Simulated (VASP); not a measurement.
Runs of VASP 6.6.1 on Re. The structure is that of space group Fm-3m (No. 225), or close to it. The cells are those of the table. This isn't the form of Re at room conditions, which is hcp.

```csv
cell,gap on the mesh (eV),pressure (GPa)
"a = 2.687 Å, angles 60.0°, 1 atom",none,55.4
"a = 2.804 Å, angles 60.0°, 1 atom",none,(a)
"a = 2.766 Å, angles 60.0°, 1 atom",none,14.6
"a = 2.841 Å, angles 60.0°, 1 atom",none,-11.5
```

Alike in all rows: task single point; level BLYP; potentials or basis VASP PAW PBE potentials, release 64 (Re_sv_GW); no spin polarisation; k mesh 15 × 15 × 15; cutoff (eV) 560; smearing fermi-dirac 0.1 eV.

Question: Fill in the values left out.

Answer: (a) 0.1.

Caveats: the PAW data sets were made with another functional, which shifts forces and pressure a little; spin-orbit coupling is left out, which moves the levels of the heavy elements; the cell stands under pressure (at least some runs); the cell stands under tension (at least some runs).

A k mesh can miss the band edges, and the runs leave out spin-orbit coupling on Re.

A gap of «none» marks levels without a gap at the run's occupations.
